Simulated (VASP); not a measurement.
## Al2GaSb3: relaxation of cell and atoms with PBE

The system is Al2GaSb3.

```xyz
6
Lattice="-2.2000 2.2000 9.3299 2.2000 -2.2000 9.3299 2.2000 2.2000 -9.3299" Properties=species:S:1:pos:R:3 pbc="T T T"
Al    0.0000    0.0000   12.4363
Al    0.0000    0.0000    6.2236
Ga    0.0000    0.0000    0.0000
Sb    2.2000    0.0000    4.6650
Sb    0.0000    2.2000    7.7768
Sb    0.0000    2.2000    1.5531
```

| Property | Result |
| --- | --- |
| Program | VASP 6.6.1 |
| Task | relaxation of cell and atoms |
| Functional | PBE |
| Potentials or basis | VASP PAW PBE potentials, release 64 (Al, Ga_d, Sb) |
| Cutoff | 600 eV |
| k mesh | 10 × 10 × 10 |
| Occupations | gaussian, width 0.02 eV |
| Spin | no spin polarisation |
| Dipole correction | no |
| Further INCAR settings | ALGO = Normal; EDIFF = 1e-06; IBRION = 2; EDIFFG = -0.01; NSW = 100; ISIF = 3 |

| Item | Value |
| --- | --- |
| Relaxed volume | 30.22 Å³/atom |
| Relaxed cell | a = 9.847 Å, b = 9.847 Å, c = 9.847 Å, α = 154.15°, β = 154.15°, γ = 36.89° |
| Space group after relaxing (to 0.1 Å) | I-4m2 (No. 119) |
| Energy gained by relaxing | 0.0 meV/atom |
| Ionic steps | 2 |
| Pressure after relaxing | 0.0 GPa |
| Largest force after relaxing | 0.003 eV/Å |
| Band gap on the k mesh | 0.58 eV |

Forces in eV/Å, atoms in the order of the input:
```
Al   0.000  0.000 -0.001
Al   0.000  0.000  0.001
Ga   0.000  0.000  0.000
Sb   0.000  0.000  0.000
Sb   0.000  0.000  0.003
Sb   0.000  0.000 -0.003
```

Step by step:
| step | energy change (eV) | largest force (eV/Å) | pressure (GPa) | volume (Å³) |
| --- | --- | --- | --- | --- |
| 1 | 0.0000 | 0.0092 | 0.14 | 180.62 |
| 2 | -0.0002 | 0.0032 | -0.04 | 181.29 |

Final structure:
```
Al Ga Sb
1.0
    -2.20275    2.20275    9.34101
     2.20275   -2.20275    9.34101
     2.20275    2.20275   -9.34101
Al Ga Sb
2 1 3
Cartesian
  2.2027 2.2027 3.1101
  2.2027 2.2027 -3.1101
  2.2027 2.2027 9.3410
  2.2027 0.0000 4.6705
  0.0000 2.2027 7.7865
  0.0000 2.2027 1.5545
```

Levels at points of the mesh, in eV from the valence-band top:
| k point | band 14 | band 15 | band 16 | band 17 | band 18 | band 19 | band 20 | band 21 |
| --- | --- | --- | --- | --- | --- | --- | --- | --- |
| (0.00, 0.00, 0.00) | -1.81 | -0.01 | 0.00 | 0.00 | 0.58 | 1.30 | 1.42 | 2.24 |
| (0.50, 0.00, 0.00) | -1.02 | -0.99 | -0.94 | -0.91 | 0.85 | 2.06 | 2.22 | 3.70 |
| (0.50, 0.50, 0.00) | -2.59 | -2.58 | -2.19 | -2.19 | 1.25 | 1.30 | 2.67 | 2.86 |
| (0.50, 0.50, 0.50) | -0.91 | -0.91 | -0.78 | -0.78 | 1.22 | 1.30 | 1.87 | 2.20 |

Run time: 74 min on 1 thread of Oxide Virtual Turin-like Processor (shared host), peak memory 1.3 GiB.

Caveat: semilocal functionals underestimate gaps, and a narrow one can read as zero; spin-orbit coupling is left out, which moves the levels of the heavy elements. A k mesh can miss the band edges.
